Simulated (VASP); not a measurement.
# Gd (P6_3/mmc) in VASP: single point with PBE+U

Aim: the single point of Gd with PBE+U.

All numbers are computed with VASP 6.6.1; they aren't measurements. Logs are shortened: lines on timing, memory, paths and dates and some standing lists are left out, and cuts for length are marked.

## Step 1: The cell of the first run

It takes space group P6_3/mmc (No. 194, hexagonal). Conventional cell: a = 3.652 Å, b = 3.652 Å, c = 5.853 Å, α = 90.00°, β = 90.00°, γ = 120.00°. Gd (site symmetry -6m2) has 12 Gd at 3.61 to 3.65 Å within 4.7 Å.

## Step 2: Single point, PBE+U, collinear spin, ferromagnetic start

INCAR reads:

```
ALGO     = Normal         # electronic algorithm
EDIFF    = 1E-6           # SCF threshold, eV
ENCUT    = 520            # plane-wave cutoff, eV
GGA      = PE             # functional
ISIF     = 2              # what is computed and relaxed
ISMEAR   = 0              # smearing method
ISPIN    = 2              # spin polarisation
ISYM     = 0            
LASPH    = T              # aspherical terms in the spheres
LCHARG   = F              # write CHGCAR
LDAU     = T              # DFT+U
LDAUJ    = 0            
LDAUL    = 3              # shell
LDAUPRINT= 1            
LDAUTYPE = 2            
LDAUU    = 6              # U, eV
LMAXMIX  = 6              # l up to which the mixer works
LORBIT   = 11             # projections on sites
LREAL    = F              # projectors in reciprocal space
LWAVE    = F              # write WAVECAR
MAGMOM   = 8.25 8.25      # initial moments
NBANDS   = 29             # bands
NELM     = 150            # most SCF steps
PREC     = Accurate       # precision mode
SIGMA    = 0.1            # smearing width, eV
```

KPOINTS reads:

```
k-points
0
Gamma
  5 3 6
```

POSCAR reads:

```
Gd
1.0
    3.6515676241      0.0000000000      0.0000000000
   -1.8257838121      6.6525383115      0.0000000000
    1.8257838121      1.5032547152      2.7822086274
Gd
2
Direct
    0.5833333333      0.2500000000      0.0833333333
    0.4166666667      0.7500000000      0.9166666667
```

Potentials or basis: VASP PAW PBE potentials, release 64 (Gd).

On the command line:

```sh
$ cat potpaw_PBE.64/Gd/POTCAR > POTCAR
$ mpirun -np 1 vasp_std > vasp.out
```

OUTCAR:

```text
EDIFF = 1E-6
   ENCUT = 520
   GGA = PE
   ISIF = 2
   ISMEAR = 0
   ISPIN = 2
   ISYM = 0
   LASPH = T
   LORBIT = 11
   LREAL = F
   NELM = 150
   PREC = Accurate

 ion  position               nearest neighbor table
   1  0.583  0.250  0.083-
   2  0.417  0.750  0.917-

IMPORTANT INFORMATION: All symmetrisations will be switched off!
NOSYMM: (Re-)initialisation of all symmetry stuff for point group C_1.

----------------------------------------------------------------------------------------

                                     Primitive cell

  volume of cell :      67.5860

  direct lattice vectors                    reciprocal lattice vectors
     3.651567624  0.000000000  0.000000000     0.273854986  0.075159282 -0.220322638
    -1.825783812  6.652538311  0.000000000     0.000000000  0.150318563 -0.081218600
     1.825783812  1.503254715  2.782208627     0.000000000  0.000000000  0.359426676

  length of vectors
     3.651567624  6.898532635  3.651567624     0.359426676  0.170857049  0.359426676

  position of ions in fractional coordinates (direct lattice)
     0.583333333  0.250000000  0.083333333
     0.416666667  0.750000000  0.916666667

  ion indices of the primitive-cell ions
   primitive index   ion index
                 1           1
                 2           2

----------------------------------------------------------------------------------------

 KPOINTS: k-points

Automatic generation of k-mesh.
 Grid dimensions read from file:
 generate k-points for:    5    3    6

 Generating k-lattice:

  Cartesian coordinates                     Fractional coordinates (reciprocal lattice)
     0.054770997  0.015031856 -0.044064528     0.200000000 -0.000000000 -0.000000000
     0.000000000  0.050106188 -0.027072867     0.000000000  0.333333333  0.000000000
     0.000000000  0.000000000  0.059904446     0.000000000  0.000000000  0.166666667

  Length of vectors
     0.071885335  0.056952350  0.059904446

  Shift w.r.t. Gamma in fractional coordinates (k-lattice)
     0.000000000  0.000000000  0.000000000

 -----------------------------------------------------------------------------
|                                                                             |
|           W    W    AA    RRRRR   N    N  II  N    N   GGGG   !!!           |
|           W    W   A  A   R    R  NN   N  II  NN   N  G    G  !!!           |
|           W    W  A    A  R    R  N N  N  II  N N  N  G       !!!           |
|           W WW W  AAAAAA  RRRRR   N  N N  II  N  N N  G  GGG   !            |
|           WW  WW  A    A  R   R   N   NN  II  N   NN  G    G                |
|           W    W  A    A  R    R  N    N  II  N    N   GGGG   !!!           |
|                                                                             |
[... 136 lines left out ...]
  o =  0.0007  v =  0.0000  0.0000  0.0000  0.0000  0.0000  0.0000  0.0000  0.0956  0.5531  0.0404 -0.0020 -0.6555  0.0556 -0.5006      0.0000  0.0000  0.0000  0.0000  0.0000  0.0000  0.0000  0.0000  0.0000  0.0000  0.0000  0.0000  0.0000  0.0000
  o =  0.0009  v =  0.0000  0.0000  0.0000  0.0000  0.0000  0.0000  0.0000 -0.6226  0.0584  0.2139 -0.7392 -0.0250 -0.1267 -0.0155      0.0000  0.0000  0.0000  0.0000  0.0000  0.0000  0.0000  0.0000  0.0000  0.0000  0.0000  0.0000  0.0000  0.0000
  o =  0.9898  v =  0.0158  0.5221  0.0331 -0.0031  0.7458  0.0026 -0.4121  0.0000  0.0000  0.0000  0.0000  0.0000  0.0000  0.0000      0.0000  0.0000  0.0000  0.0000  0.0000  0.0000  0.0000  0.0000  0.0000  0.0000  0.0000  0.0000  0.0000  0.0000
  o =  0.9899  v = -0.3394 -0.1677 -0.8695  0.0807  0.0466 -0.2160 -0.2129  0.0000  0.0000  0.0000  0.0000  0.0000  0.0000  0.0000      0.0000  0.0000  0.0000  0.0000  0.0000  0.0000  0.0000  0.0000  0.0000  0.0000  0.0000  0.0000  0.0000  0.0000
  o =  0.9899  v = -0.0990  0.6355 -0.2456  0.0159 -0.0328 -0.0620  0.7217  0.0000  0.0000  0.0000  0.0000  0.0000  0.0000  0.0000      0.0000  0.0000  0.0000  0.0000  0.0000  0.0000  0.0000  0.0000  0.0000  0.0000  0.0000  0.0000  0.0000  0.0000
  o =  0.9902  v =  0.6276 -0.1639 -0.2004  0.6811  0.2032  0.0844  0.1637  0.0000  0.0000  0.0000  0.0000  0.0000  0.0000  0.0000      0.0000  0.0000  0.0000  0.0000  0.0000  0.0000  0.0000  0.0000  0.0000  0.0000  0.0000  0.0000  0.0000  0.0000
  o =  0.9903  v =  0.2094  0.5181 -0.0819  0.2106 -0.6318  0.0206 -0.4870  0.0000  0.0000  0.0000  0.0000  0.0000  0.0000  0.0000      0.0000  0.0000  0.0000  0.0000  0.0000  0.0000  0.0000  0.0000  0.0000  0.0000  0.0000  0.0000  0.0000  0.0000
  o =  0.9908  v =  0.3310 -0.0038 -0.3531 -0.5013  0.0075  0.7173  0.0015  0.0000  0.0000  0.0000  0.0000  0.0000  0.0000  0.0000      0.0000  0.0000  0.0000  0.0000  0.0000  0.0000  0.0000  0.0000  0.0000  0.0000  0.0000  0.0000  0.0000  0.0000
  o =  0.9909  v = -0.5722  0.0117  0.1052  0.4835 -0.0053  0.6538 -0.0077  0.0000  0.0000  0.0000  0.0000  0.0000  0.0000  0.0000      0.0000  0.0000  0.0000  0.0000  0.0000  0.0000  0.0000  0.0000  0.0000  0.0000  0.0000  0.0000  0.0000  0.0000

atom =   2  type =  1  l = 3

 onsite density matrix

spin component  1

  0.9905 -0.0000 -0.0002 -0.0003 -0.0000 -0.0001  0.0000
 -0.0000  0.9900 -0.0000  0.0000 -0.0002  0.0000 -0.0001
 -0.0002 -0.0000  0.9901  0.0002  0.0000 -0.0002  0.0000
 -0.0003  0.0000  0.0002  0.9905 -0.0000  0.0000 -0.0000
 -0.0000 -0.0002  0.0000 -0.0000  0.9900  0.0000  0.0001
 -0.0001  0.0000 -0.0002  0.0000  0.0000  0.9908 -0.0000
  0.0000 -0.0001  0.0000 -0.0000  0.0001 -0.0000  0.9900

spin component  2

  0.0005 -0.0000 -0.0001  0.0003 -0.0000  0.0001  0.0000
 -0.0000  0.0004  0.0000 -0.0000 -0.0002  0.0000 -0.0001
 -0.0001  0.0000  0.0004 -0.0001 -0.0000 -0.0000  0.0000
  0.0003 -0.0000 -0.0001  0.0006  0.0000  0.0000 -0.0000
 -0.0000 -0.0002 -0.0000  0.0000  0.0004 -0.0000  0.0001
  0.0001  0.0000 -0.0000  0.0000 -0.0000  0.0003  0.0000
  0.0000 -0.0001  0.0000 -0.0000  0.0001  0.0000  0.0004

 occupancies and eigenvectors

  o =  0.0002  v =  0.0000  0.0000  0.0000  0.0000  0.0000  0.0000  0.0000 -0.5566 -0.2723  0.0643  0.3661 -0.2747  0.6338  0.0269      0.0000  0.0000  0.0000  0.0000  0.0000  0.0000  0.0000  0.0000  0.0000  0.0000  0.0000  0.0000  0.0000  0.0000
  o =  0.0003  v =  0.0000  0.0000  0.0000  0.0000  0.0000  0.0000  0.0000 -0.1635  0.6522  0.0751  0.1342  0.6358  0.3313 -0.1010      0.0000  0.0000  0.0000  0.0000  0.0000  0.0000  0.0000  0.0000  0.0000  0.0000  0.0000  0.0000  0.0000  0.0000
  o =  0.0003  v =  0.0000  0.0000  0.0000  0.0000  0.0000  0.0000  0.0000  0.3774 -0.3653  0.1370 -0.3868  0.1977  0.4919 -0.5241      0.0000  0.0000  0.0000  0.0000  0.0000  0.0000  0.0000  0.0000  0.0000  0.0000  0.0000  0.0000  0.0000  0.0000
  o =  0.0003  v =  0.0000  0.0000  0.0000  0.0000  0.0000  0.0000  0.0000  0.1255  0.1746 -0.7081 -0.3680 -0.1321  0.3963  0.3774      0.0000  0.0000  0.0000  0.0000  0.0000  0.0000  0.0000  0.0000  0.0000  0.0000  0.0000  0.0000  0.0000  0.0000
  o =  0.0004  v =  0.0000  0.0000  0.0000  0.0000  0.0000  0.0000  0.0000  0.3298  0.1649  0.6501 -0.1277 -0.1823  0.2652  0.5670      0.0000  0.0000  0.0000  0.0000  0.0000  0.0000  0.0000  0.0000  0.0000  0.0000  0.0000  0.0000  0.0000  0.0000
  o =  0.0007  v =  0.0000  0.0000  0.0000  0.0000  0.0000  0.0000  0.0000  0.0951  0.5532  0.0410 -0.0021 -0.6557  0.0553 -0.5003      0.0000  0.0000  0.0000  0.0000  0.0000  0.0000  0.0000  0.0000  0.0000  0.0000  0.0000  0.0000  0.0000  0.0000
  o =  0.0009  v =  0.0000  0.0000  0.0000  0.0000  0.0000  0.0000  0.0000 -0.6225  0.0578  0.2138 -0.7393 -0.0249 -0.1266 -0.0152      0.0000  0.0000  0.0000  0.0000  0.0000  0.0000  0.0000  0.0000  0.0000  0.0000  0.0000  0.0000  0.0000  0.0000
  o =  0.9898  v =  0.0173  0.5225  0.0346 -0.0029  0.7461  0.0031 -0.4110  0.0000  0.0000  0.0000  0.0000  0.0000  0.0000  0.0000      0.0000  0.0000  0.0000  0.0000  0.0000  0.0000  0.0000  0.0000  0.0000  0.0000  0.0000  0.0000  0.0000  0.0000
  o =  0.9899  v = -0.3372 -0.1782 -0.8649  0.0804  0.0491 -0.2152 -0.2267  0.0000  0.0000  0.0000  0.0000  0.0000  0.0000  0.0000      0.0000  0.0000  0.0000  0.0000  0.0000  0.0000  0.0000  0.0000  0.0000  0.0000  0.0000  0.0000  0.0000  0.0000
  o =  0.9899  v = -0.1051  0.6324 -0.2612  0.0178 -0.0326 -0.0661  0.7177  0.0000  0.0000  0.0000  0.0000  0.0000  0.0000  0.0000      0.0000  0.0000  0.0000  0.0000  0.0000  0.0000  0.0000  0.0000  0.0000  0.0000  0.0000  0.0000  0.0000  0.0000
  o =  0.9902  v =  0.6285 -0.1630 -0.2003  0.6814  0.2008  0.0842  0.1628  0.0000  0.0000  0.0000  0.0000  0.0000  0.0000  0.0000      0.0000  0.0000  0.0000  0.0000  0.0000  0.0000  0.0000  0.0000  0.0000  0.0000  0.0000  0.0000  0.0000  0.0000
  o =  0.9903  v =  0.2076  0.5183 -0.0813  0.2089 -0.6321  0.0200 -0.4880  0.0000  0.0000  0.0000  0.0000  0.0000  0.0000  0.0000      0.0000  0.0000  0.0000  0.0000  0.0000  0.0000  0.0000  0.0000  0.0000  0.0000  0.0000  0.0000  0.0000  0.0000
  o =  0.9908  v =  0.3331 -0.0035 -0.3537 -0.5030  0.0071  0.7148  0.0017  0.0000  0.0000  0.0000  0.0000  0.0000  0.0000  0.0000      0.0000  0.0000  0.0000  0.0000  0.0000  0.0000  0.0000  0.0000  0.0000  0.0000  0.0000  0.0000  0.0000  0.0000
  o =  0.9909  v = -0.5708  0.0117  0.1034  0.4819 -0.0050  0.6565 -0.0080  0.0000  0.0000  0.0000  0.0000  0.0000  0.0000  0.0000      0.0000  0.0000  0.0000  0.0000  0.0000  0.0000  0.0000  0.0000  0.0000  0.0000  0.0000  0.0000  0.0000  0.0000

 number of electron      36.0000005 magnetization      15.5865585

 Free energy of the ion-electron system (eV)
  ---------------------------------------------------
  ext. energy  EPLUGINS =         0.00000000
  ---------------------------------------------------
  free energy    TOTEN  =       -22.84604988 eV

  energy without entropy =      -22.84008772  energy(sigma->0) =      -22.84306880

 E-fermi :   2.9672     XC(G=0):  -9.8844

 val. band max:        2.9608905837   @ k =  -0.2000   0.3333   0.3333
 cond. band min:       3.0340905770   @ k =   0.4000  -0.3333   0.1667
 fundamental gap:      0.0731999933
 Fermi energy:         2.9671973589

 spin component 1

 k-point     1 :       0.0000    0.0000    0.0000
  band No.  band energies     occupation
      1     -42.6385      1.00000
      2     -42.5783      1.00000
      3     -20.3026      1.00000
      4     -19.7486      1.00000
      5     -19.7423      1.00000
      6     -19.6540      1.00000
[... 1529 lines left out ...]
     28       6.4236      0.00000
     29       6.5202      0.00000

 [... further k-points ...]
[... 5 lines left out ...]
  --------------------------------------------------------------------------------------
  -------------------------------------------------------------------------------------
  Total       -0.0079523      0.2528222      0.0493988      0.0096346     -0.1298880      0.0006376
  in kB       -0.1885161      5.9933458      1.1710374      0.2283966     -3.0790955      0.0151150
  external PRESSURE =       2.3252890 kB  Pullay stress =       0.0000000 kB

 VOLUME and BASIS-vectors are now :
 -----------------------------------------------------------------------------
  energy-cutoff  :      520.00
  volume of cell :       67.59
      direct lattice vectors                 reciprocal lattice vectors
     3.651567624  0.000000000  0.000000000     0.273854986  0.075159282 -0.220322638
    -1.825783812  6.652538311  0.000000000     0.000000000  0.150318563 -0.081218600
     1.825783812  1.503254715  2.782208627     0.000000000  0.000000000  0.359426676

 POSITION                                       TOTAL-FORCE (eV/Angst)
 -----------------------------------------------------------------------------------
      1.82578      1.78841      0.23185        -0.025521      0.020748      0.026153
      1.82578      6.36739      2.55036         0.025521     -0.020748     -0.026153
 -----------------------------------------------------------------------------------
    total drift:                                0.000024     -0.000092     -0.000294

  FREE ENERGIE OF THE ION-ELECTRON SYSTEM (eV)
  ---------------------------------------------------
  free  energy   TOTEN  =       -22.8460498759 eV

  energy  without entropy=      -22.8400877153  energy(sigma->0) =      -22.84306880

 total charge

# of ion       s       p       d       f       tot
--------------------------------------------------
    1        2.074   5.575   0.586   6.930  15.165
    2        2.074   5.575   0.586   6.930  15.165
--------------------------------------------------
tot          4.147  11.150   1.172  13.860  30.329

 magnetization (x)

# of ion       s       p       d       f       tot
--------------------------------------------------
    1        0.003  -0.056   0.243   6.921   7.111
    2        0.003  -0.056   0.243   6.922   7.111
--------------------------------------------------
tot          0.006  -0.112   0.485  13.843  14.223
```

It took 7.2 min on 1 thread of AMD EPYC 7R43 (Zen 3), shared host; peak memory 0.28 GiB.

Results:

```
Free energy                                           : -22.8460 eV
Pressure                                              : 0.2 GPa
Largest force                                         : 0.042 eV/Å
Net moment                                            : 15.59 μB per cell
Site moments                                          : Gd +7.11 μB
Valence electrons inside the program's atomic spheres : Gd 15.16
```

Forces in eV/Å, atoms in the order of the input:
```
Gd  -0.026  0.021  0.026
Gd   0.026 -0.021 -0.026
```

Stress tensor (GPa, compression positive):
```
-0.02  0.02  0.00
 0.02  0.60 -0.31
 0.00 -0.31  0.12
```

Eigenvalues of the final occupation matrices:
| site | spin | trace | eigenvalues |
| --- | --- | --- | --- |
| site 1 f | 1 | 6.93 | 0.99 0.99 0.99 0.99 0.99 0.99 0.99 |
| site 1 f | 2 | 0.00 | 0.00 0.00 0.00 0.00 0.00 0.00 0.00 |
| site 2 f | 1 | 6.93 | 0.99 0.99 0.99 0.99 0.99 0.99 0.99 |
| site 2 f | 2 | 0.00 | 0.00 0.00 0.00 0.00 0.00 0.00 0.00 |

Caveat: the k points lie up to 0.45 Å⁻¹ apart; spin-orbit coupling is left out, which moves the levels of the heavy elements. The state reached can hang on the start; a lower one may exist.
